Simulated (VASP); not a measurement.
ZnS: single point with PBEsol

The system is ZnS.

```xyz
8
Lattice="-2.7046 -2.7046 0.0000 2.7046 -2.7046 0.0000 0.0000 0.0000 11.3186" Properties=species:S:1:pos:R:3 pbc="T T T"
Zn    0.0000    0.0000   10.1424
Zn    0.0000   -2.7046    2.0285
Zn    0.0000    0.0000    4.7331
Zn    0.0000   -2.7046    7.4378
S    -1.3523   -1.3523    3.3808
S     1.3523   -1.3523    6.0855
S    -1.3523   -1.3523    8.7901
S     1.3523   -1.3523    0.6762
```

This cell differs from its parent crystal: the distance across one plane changed.

| Quantity | Value |
| --- | --- |
| Program | VASP 6.6.1 |
| Task | single point |
| Functional | PBEsol |
| Potentials or basis | VASP PAW PBE potentials, release 64 (Zn, S) |
| Cutoff | 520 eV |
| k mesh | 7 × 7 × 3 |
| Occupations | gaussian, width 0.05 eV |
| Spin | no spin polarisation |
| Dipole correction | no |
| Further INCAR settings | ALGO = Normal; EDIFF = 1e-06; NBANDS = 46 |

```
Pressure               : -4.0 GPa
Largest force          : 1.486 eV/Å
Band gap on the k mesh : 1.32 eV
```

Forces on the atoms (eV/Å):
```
Zn   0.000  0.000  1.447
Zn   0.000  0.000 -0.396
Zn   0.000  0.000 -0.215
Zn   0.000  0.000 -0.219
S    0.000  0.000  0.213
S    0.000  0.000  0.220
S    0.000  0.000  0.436
S    0.000  0.000 -1.486
```

Stress tensor (GPa, compression positive):
```
-3.01  0.12  0.00
 0.12 -3.01  0.00
 0.00  0.00 -5.85
```

Levels at points of the mesh, in eV from the valence-band top:
```
           k point  band 33  band 34  band 35  band 36  band 37  band 38  band 39  band 40
(0.00, 0.00, 0.00)    -1.10    -0.41    -0.21     0.00     1.32     3.01     3.59     3.82
```

Run time: 100 s on 1 thread of Intel(R) Xeon(R) Platinum 8559C (Emerald Rapids), on a shared host, peak memory 0.34 GiB.

Caveat: the cell differs from its parent crystal (the distance across one plane changed); the cell stands under tension; the PAW data sets were made with another functional, which shifts forces and pressure a little.
